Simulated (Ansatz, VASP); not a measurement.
**One calculation of LiMg12, two programs**

```
Mg Li
1.0
     6.42000    0.00000    0.00000
    -4.81500    8.33982    0.00000
     0.00000    0.00000    5.21304
Mg Li
12 1
Direct
  0.02401 0.99758 0.11464
  0.25566 0.26748 0.49132
  0.03480 0.32536 0.00539
  0.11536 0.52233 0.52558
  0.05678 0.67434 0.03063
  0.13979 0.88588 0.57131
  0.51162 0.00908 0.97764
  0.66763 0.20408 0.46944
  0.56099 0.34908 0.97117
  0.68767 0.57332 0.45113
  0.54423 0.67278 0.92731
  0.52817 0.82426 0.41066
  0.87184 0.03312 0.67291
```

Alike in both runs: functional PBE; k mesh 4 × 3 × 4; occupations fermi-dirac, width 0.05 eV; no spin polarisation.

Ansatz relaxed the structure, and its values are those at the end. VASP's run is a single point on that final structure, the one shown.

|  | VASP | Ansatz |
| --- | --- | --- |
| version | VASP 6.6.1 | Ansatz 0.2.0 |
| potentials or method | VASP PAW PBE potentials, release 64 (Mg, Li_sv), cutoff 520 eV | scalar-relativistic, plane waves, PAW |
| valence electrons in the cell | 27 | 123 |

|  | VASP | Ansatz | Ansatz less VASP |
| --- | --- | --- | --- |
| rms of the force components (eV/Å) | 0.005 | 0.004 | -0.0006 |

VASP's potentials hold 27 valence electrons a cell and Ansatz's 123, so a difference there can come from the potentials and not from the codes.

Noted on VASP's run: the cutoff is under 1.25 times that of the potentials, so the pressure is a little rough.
